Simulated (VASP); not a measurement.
Al7Co8: single point with PBE

Crystal: Al7Co8.

```xyz
15
Lattice="-0.0004 0.0007 -5.6631 5.6409 0.0073 -2.8312 -0.0072 -5.6407 -2.8309" Properties=species:S:1:pos:R:3 pbc="T T T"
Al    2.8097   -2.8153   -5.6614
Al    2.8292   -2.8117   -8.4872
Al    2.8161   -5.6339   -5.6584
Al    2.8160   -5.6335   -8.4897
Al   -0.0010   -2.8170   -5.6578
Al   -0.0029   -5.6276   -5.6612
Al    5.6416    0.0011   -8.4874
Co    1.3934   -1.4283   -4.2076
Co    1.3866   -1.4245   -1.4477
Co    1.3821   -4.2005   -4.2022
Co    1.3818   -4.1997   -7.1124
Co    4.2580   -1.4283   -4.2830
Co    4.2558   -1.4258   -7.0360
Co    4.2521   -4.2036   -7.0379
Co    4.2469   -4.1979   -4.2783
```

```
Program                : VASP 6.6.1
Task                   : single point
Functional             : PBE
Potentials or basis    : VASP PAW PBE potentials, release 64 (Al, Co)
Cutoff                 : 520 eV
k mesh                 : 3 × 2 × 2, shifted
Occupations            : gaussian, width 0.1 eV
Spin                   : collinear spin, ferromagnetic start
Starting moments       : [0.0, 0.0, 0.0, 0.0, 0.0, 0.0, 0.0, 3.0, 3.0, 3.0, 3.0, 3.0, 3.0, 3.0, 3.0] μB
Dipole correction      : no
Further INCAR settings : LREAL = Auto; ALGO = Normal; EDIFF = 1e-06; NBANDS = 64; ISYM = 0
```

```json
{
  "Pressure": "-0.1 GPa",
  "Largest force": "0.014 eV/Å",
  "Net moment": "0.00 μB per cell",
  "Valence electrons inside the program's atomic spheres": "Al 0.84, 0.82, 0.83, 0.85; Co 8.39, 8.38"
}
```

Forces on the atoms (eV/Å):
```
Al   0.010  0.000  0.002
Al  -0.012  0.004 -0.002
Al  -0.001 -0.002  0.003
Al  -0.001 -0.002  0.003
Al   0.000  0.001  0.002
Al   0.003 -0.013  0.001
Al   0.000  0.010  0.000
Co  -0.011 -0.006  0.003
Co   0.007  0.000  0.002
Co  -0.004  0.008 -0.001
Co   0.007 -0.007 -0.003
Co  -0.003  0.006 -0.005
Co   0.004 -0.003 -0.002
Co  -0.001  0.008 -0.001
Co   0.003 -0.003  0.000
```

Stress tensor (GPa, compression positive):
```
-0.15  0.00  0.00
 0.00 -0.15  0.00
 0.00  0.00 -0.07
```

Levels at points of the mesh, in eV from the Fermi level:
Spin up:
| k point | band 42 | band 43 | band 44 | band 45 | band 46 | band 47 | band 48 | band 49 | band 50 | band 51 |
| --- | --- | --- | --- | --- | --- | --- | --- | --- | --- | --- |
| (0.00, 0.25, 0.25) | -0.39 | -0.28 | -0.27 | -0.24 | -0.16 | -0.08 | 0.56 | 0.64 | 0.87 | 0.93 |
Spin down:
| k point | band 42 | band 43 | band 44 | band 45 | band 46 | band 47 | band 48 | band 49 | band 50 | band 51 |
| --- | --- | --- | --- | --- | --- | --- | --- | --- | --- | --- |
| (0.00, 0.25, 0.25) | -0.39 | -0.28 | -0.27 | -0.24 | -0.16 | -0.08 | 0.56 | 0.64 | 0.87 | 0.93 |

Wall time 12 min on 1 thread of Intel Xeon 8259CL, on a shared host, peak memory 0.41 GiB.

Caveat: the k points lie up to 0.56 Å⁻¹ apart; the starting moments collapsed, and a magnetic state may lie lower.
